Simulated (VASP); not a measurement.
# LiH (Fm-3m) in VASP: single point with HSE06

Aim: the single point of LiH with HSE06.

Program: VASP 6.6.1. These are calculated values, not measurements. Logs are shortened: lines on timing, memory, paths and dates and some standing lists are left out, and cuts for length are marked.

**1. The cell of the first run**

It takes space group Fm-3m (No. 225, cubic). The conventional cell has a = 4.136 Å, b = 4.136 Å, c = 4.136 Å, α = 90.00°, β = 90.00°, γ = 90.00°. Li (site symmetry m-3m) has 6 H at 2.07 Å within 2.7 Å. H (site symmetry m-3m) has 6 Li at 2.07 Å within 2.7 Å.

**2. Single point, HSE06 (strain +3.5%)**

File POSCAR:

```
LiH
1.0
    0.0000000000      2.0678196931      2.0678196931
    2.0678196931      0.0000000000      2.0678196931
    2.0678196931      2.0678196931      0.0000000000
Li H
1 1
Direct
    0.0000000000      0.0000000000      0.0000000000
    0.5000000000      0.5000000000      0.5000000000
```

File INCAR.step1:

```
SYSTEM = LiH
ALGO = Normal
EDIFF = 1E-5
ENCUT = 520
GGA = PE
ISIF = 2
ISMEAR = 0
LASPH = .True.
LREAL = .False.
LWAVE = .True.
NBANDS = 9
NELM = 100
PREC = Accurate
SIGMA = 0.01
```

File INCAR.step2:

```
SYSTEM = LiH
ALGO = Normal
EDIFF = 1E-7
ENCUT = 520
GGA = PE
HFSCREEN = 0.2079
ISIF = 2
ISMEAR = 0
ISTART = 1
LASPH = .True.
LCHARG = .True.
LELF = .True.
LHFCALC = .True.
LREAL = .False.
LVHAR = .True.
LWAVE = .False.
NBANDS = 9
NELM = 100
PREC = Accurate
PRECFOCK = Normal
SIGMA = 0.01
```

File KPOINTS:

```
k-points
0
Gamma
  8 8 8
  0 0 0
```

Potentials or basis: VASP PAW PBE potentials, release 64 (Li_sv, H).

Launch:

```
$ cat potpaw_PBE.64/Li_sv/POTCAR potpaw_PBE.64/H/POTCAR > POTCAR
$ cp INCAR.step1 INCAR
$ mpirun -np 1 vasp_std > vasp.out
$ cp INCAR.step2 INCAR
$ mpirun -np 1 vasp_std > vasp.out
```

OUTCAR:

```text
SYSTEM = LiH
   EDIFF = 1E-7
   ENCUT = 520
   GGA = PE
   HFSCREEN = 0.2079
   ISIF = 2
   ISMEAR = 0
   ISTART = 1
   LASPH = .True.
   LHFCALC = .True.
   LREAL = .False.
   NELM = 100
   PREC = Accurate
   PRECFOCK = Normal

 ion  position               nearest neighbor table
   1  0.000  0.000  0.000-
   2  0.500  0.500  0.500-

  LATTYP: Found a face centered cubic cell.
 ALAT       =     4.1356393862

  Lattice vectors:

 A1 = (   0.0000000000,   2.0678196931,   2.0678196931)
 A2 = (   2.0678196931,   0.0000000000,   2.0678196931)
 A3 = (   2.0678196931,   2.0678196931,   0.0000000000)

Analysis of symmetry for initial positions (statically):
=====================================================================
 Subroutine PRICEL returns:
 Original cell was already a primitive cell.

 Routine SETGRP: Setting up the symmetry group for a
 face centered cubic supercell.

 Subroutine GETGRP returns: Found 48 space group operations
 (whereof 48 operations were pure point group operations)
 out of a pool of 48 trial point group operations.

The static configuration has the point symmetry O_h .

Analysis of symmetry for dynamics (positions and initial velocities):
=====================================================================
 Subroutine PRICEL returns:
 Original cell was already a primitive cell.

 Routine SETGRP: Setting up the symmetry group for a
 face centered cubic supercell.

 Subroutine GETGRP returns: Found 48 space group operations
 (whereof 48 operations were pure point group operations)
 out of a pool of 48 trial point group operations.

The dynamic configuration has the point symmetry O_h .

 Subroutine INISYM returns: Found 48 space group operations
 (whereof 48 operations are pure point group operations),
 and found     1 'primitive' translations

----------------------------------------------------------------------------------------

                                     Primitive cell

  volume of cell :      17.6835

  direct lattice vectors                    reciprocal lattice vectors
     0.000000000  2.067819693  2.067819693    -0.241800579  0.241800579  0.241800579
     2.067819693  0.000000000  2.067819693     0.241800579 -0.241800579  0.241800579
[... 90 lines left out ...]
   NFREE  =      0    steps in history (QN), initial steepest desc. (CG)
   ISIF   =      2    stress and relaxation
   ISYM   =      3    0-nonsym 1-usesym 2-fastsym
   POTIM  = 0.5000    time-step for ionic-motion
   TEBEG  =    0.0;   TEEND  =   0.0 temperature during run
   PSTRESS=    0.0 pullay stress
   NELECT =       4.0000    total number of electrons
   NUPDOWN=      -1.0000    fix difference up-down
   EMIN   =  10.00;   EMAX   =-10.00  energy-range for DOS
   EFERMI =   0.00;   METHOD = LEGACY
   ISMEAR =     0;   SIGMA  =   0.01  broadening in eV -4-tet -1-fermi 0-gaus
   EFERMI_NEDOS =   21; number of points for ismear=-14 and -15
   IALGO  =     38    algorithm
   IMIX   =      1    mixing-type and parameters
     AMIX     =   0.40;   BMIX     =  1.00
     AMIX_MAG =   1.60;   BMIX_MAG =  1.00
  volume/ion in A,a.u.               =       8.84        59.67
  Fermi-wavevector in a.u.,A,eV,Ry     =   0.997483  1.884970 13.537420  0.994972
  Thomas-Fermi vector in A             =   2.129642
   LORBIT       =      0    0 simple, 1 ext, 2 COOP (PROOUT), +10 PAW based schemes
   GGA     = PE    functional components
   LHFCALC =     T    Hartree Fock is set to
   PRECFOCK=normal    Normal, Fast or Accurate (Low or Medium for compatibility)
   ENCUT4O =  -1.0   cutoff for four orbital integrals eV
   NKREDX  =     1    reduce k-point grid by
   NKREDY  =     1    reduce k-point grid by
   NKREDZ  =     1    reduce k-point grid by
   AEXX    =    0.2500 exact exchange contribution
   HFSCREEN=    0.2079 screening length (either q_TF or 0.3 A-1)
   HFSCREENC=   0.2079 screening length for correlation (either q_TF or 0.3 A-1)
   ENCUTFOCK=  -1.0 apply spherical cutoff to Coloumb kernel
   IVDW    =     0    specifies the selected vdW correction
   LEPSILON=     F    determine dielectric tensor
   LRPA    =     F    only Hartree local field effects (RPA)
 non-spin polarized calculation
 Gauss-broadening in eV      SIGMA  =   0.01
  energy-cutoff  :      520.00
  volume of cell :       17.68
 maximum number of plane-waves:       531
 NGX is ok and might be reduce to    24
  NGX = 18; NGY = 18; NGZ = 18

 number of electron       4.0000007 magnetization

 Free energy of the ion-electron system (eV)
  ---------------------------------------------------
  ext. energy  EPLUGINS =         0.00000000
  ---------------------------------------------------
  free energy    TOTEN  =        -6.76633827 eV

  energy without entropy =       -6.76633827  energy(sigma->0) =       -6.76633827

 E-fermi :  -0.7533     XC(G=0):  -6.8920

 val. band max:       -1.0074025161   @ k =   0.5000   0.5000   0.0000
 cond. band min:       3.0089152523   @ k =   0.5000   0.5000   0.0000
 fundamental gap:      4.0163177684
 Fermi energy:        -0.7532926903

 k-point     1 :       0.0000    0.0000    0.0000
  band No.  band energies     occupation
      1     -48.4030      2.00000
      2      -6.6899      2.00000
      3      15.6987      0.00000
      4      17.4894      0.00000
      5      17.4894      0.00000
      6      17.4894      0.00000
      7      21.9160      0.00000
      8      21.9160      0.00000
      9      21.9160      0.00000
[... 265 lines left out ...]
 k-point    24 :      -0.3750    0.2500    0.1250
  band No.  band energies     occupation
      1     -48.3614      2.00000
      2      -2.6590      2.00000
      3       4.9667      0.00000
      4       8.7339      0.00000
      5      12.9697      0.00000
      6      16.0738      0.00000
      7      22.3667      0.00000
      8      25.2981      0.00000
      9      26.3995      0.00000

 [... further k-points ...]
[... 5 lines left out ...]
  --------------------------------------------------------------------------------------
  -------------------------------------------------------------------------------------
  Total       -0.3912988     -0.3912988     -0.3912988     -0.0000000     -0.0000000      0.0000000
  in kB      -35.4528448    -35.4528448    -35.4528448     -0.0000000     -0.0000000      0.0000000
  external PRESSURE =     -35.4528448 kB  Pullay stress =       0.0000000 kB

 VOLUME and BASIS-vectors are now :
 -----------------------------------------------------------------------------
  energy-cutoff  :      520.00
  volume of cell :       17.68
      direct lattice vectors                 reciprocal lattice vectors
     0.000000000  2.067819693  2.067819693    -0.241800579  0.241800579  0.241800579
     2.067819693  0.000000000  2.067819693     0.241800579 -0.241800579  0.241800579
     2.067819693  2.067819693  0.000000000     0.241800579  0.241800579 -0.241800579

 POSITION                                       TOTAL-FORCE (eV/Angst)
 -----------------------------------------------------------------------------------
      0.00000      0.00000      0.00000         0.000000     -0.000000     -0.000000
      2.06782      2.06782      2.06782        -0.000000      0.000000      0.000000
 -----------------------------------------------------------------------------------
    total drift:                               -0.000000     -0.000000     -0.000000

  FREE ENERGIE OF THE ION-ELECTRON SYSTEM (eV)
  ---------------------------------------------------
  free  energy   TOTEN  =        -6.7663382730 eV

  energy  without entropy=       -6.7663382730  energy(sigma->0) =       -6.76633827
```

OSZICAR.step1:

```text
N       E                     dE             d eps       ncg     rms          rms(c)
DAV:   1    -0.169200050145E+01   -0.16920E+01   -0.15261E+03   522   0.392E+02
DAV:   2    -0.628972768240E+01   -0.45977E+01   -0.45757E+01   707   0.553E+01
DAV:   3    -0.634952849301E+01   -0.59801E-01   -0.59785E-01   705   0.559E+00
DAV:   4    -0.634970123023E+01   -0.17274E-03   -0.17273E-03   706   0.265E-01
DAV:   5    -0.634970160662E+01   -0.37640E-06   -0.37639E-06   678   0.103E-02    0.283E+00
DAV:   6    -0.616791649752E+01    0.18179E+00   -0.15719E-01   572   0.119E+00    0.140E+00
DAV:   7    -0.610950591099E+01    0.58411E-01   -0.19417E-01   597   0.151E+00    0.219E-01
DAV:   8    -0.611151483574E+01   -0.20089E-02   -0.50787E-03   627   0.454E-01    0.422E-02
DAV:   9    -0.611144969474E+01    0.65141E-04   -0.15998E-04   654   0.462E-02    0.856E-03
DAV:  10    -0.611144727534E+01    0.24194E-05   -0.72291E-06   497   0.188E-02
   1 F= -.61114473E+01 E0= -.61114473E+01  d E =0.000000E+00
```

It took 8.8 min on 1 thread of Intel Xeon 6975P-C, shared host; peak memory 0.25 GiB.

What came out:

```
Free energy            : -6.7663 eV
Band gap on the k mesh : 4.02 eV, direct
```

Caveat: the cell differs from its parent crystal (strain +3.5%); the cutoff is under 1.25 times the usual one of these potentials, so pressure, stress and relaxed cells hold a basis-set (Pulay) error; the PAW data sets were made with another functional, which shifts forces and pressure a little.
